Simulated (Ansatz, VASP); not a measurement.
# One calculation of ScGaSI2, two programs

File INCAR:

```
SYSTEM = ScGaSI2
PREC = Accurate ; ENCUT = 500
EDIFF = 1E-6 ; ISMEAR = 0
SIGMA = 0.1 ; LREAL = .FALSE.
LASPH = .TRUE. ; NELM = 200
ALGO = Normal ; ISIF = 2
LWAVE = .FALSE. ; LCHARG = .TRUE.
ISPIN = 2 ; MAGMOM = 1 0 0 0 0
LORBIT = 11 ; LMAXMIX = 4
GGA = PE ; LELF = .TRUE.
LVHAR = .TRUE. ; NBANDS = 34
GGA_COMPAT = .FALSE.
```

The input KPOINTS:

```
regular mesh
0
G
  4 4 4
  0 0 0
```

File POSCAR:

```
ScGaSI2
1.0
    5.6192479992      0.0000000000      0.0000000000
    0.0000000000      5.6192479992      0.0000000000
    0.0000000000      0.0000000000      4.6434489838
Sc Ga S I
1 1 1 2
Direct
    0.5000000000      0.5000000000      0.5000000000
    0.0000000000      0.0000000000      0.0000000000
    0.0000000000      0.0000000000      0.5000000000
    0.5000000000      0.0000000000      0.0000000000
    0.0000000000      0.5000000000      0.0000000000
```

Input for Ansatz:

```yaml
crystal:
  lattice:
    - [5.6192479992, 0.0, 0.0]
    - [0.0, 5.6192479992, 0.0]
    - [0.0, 0.0, 4.6434489838]
  atoms:
    - { symbol: Sc, position: [0.5, 0.5, 0.5], spin: 1.0 }
    - { symbol: Ga, position: [0.0, 0.0, 0.0] }
    - { symbol: S, position: [0.0, 0.0, 0.5] }
    - { symbol: I, position: [0.5, 0.0, 0.0] }
    - { symbol: I, position: [0.0, 0.5, 0.0] }
basis:
  ecutwfc: 420
kpoints:
  mp_grid: { grid: [4, 4, 4] }
hamiltonian:
  xc: pbe
scf:
  occupations: { method: gaussian, width: 0.1 }
  lower_state_search: "off"
output:
  forces: true
  stress: true
  eigenvalues: true
  populations: true
magnetization:
  spin_polarized: true
```

Alike in both runs: task single point; functional PBE; k mesh 4 × 4 × 4; occupations gaussian, width 0.1 eV; collinear spin.

|  | VASP | Ansatz |
| --- | --- | --- |
| version | VASP 6.6.1 | Ansatz 0.2.0 |
| potentials or method | VASP PAW PBE potentials, release 64 (Sc_sv, Ga_d, S, I), cutoff 500 eV | scalar-relativistic, plane waves, PAW |
| valence electrons in the cell | 44 | 64 |

Ansatz gave:

* gap on the k mesh at the Fermi level (eV): none
* pressure (GPa): 0.6
* traceless stress, the component that is largest in VASP (GPa): -0.15
* net moment per atom (μB): 0.19
* size of the moment on the site where the two differ most (μB): 0.90

**Question.** Which values does VASP return?

**Answer.** gap on the k mesh at the Fermi level (eV): none; pressure (GPa): 0.6; traceless stress, the component that is largest in VASP (GPa): -0.15; net moment per atom (μB): 0.19; size of the moment on the site where the two differ most (μB): 0.80.

Site moments also hang on the region over which each program counts them. A gap of «none» marks a metal or a gap that the smearing closes. The functional is the same, so the differences come from potentials, cutoffs and numerics. VASP's potentials hold 44 valence electrons a cell and Ansatz's 64, so a difference there can come from the potentials and not from the codes.

Spin-orbit coupling is off throughout.
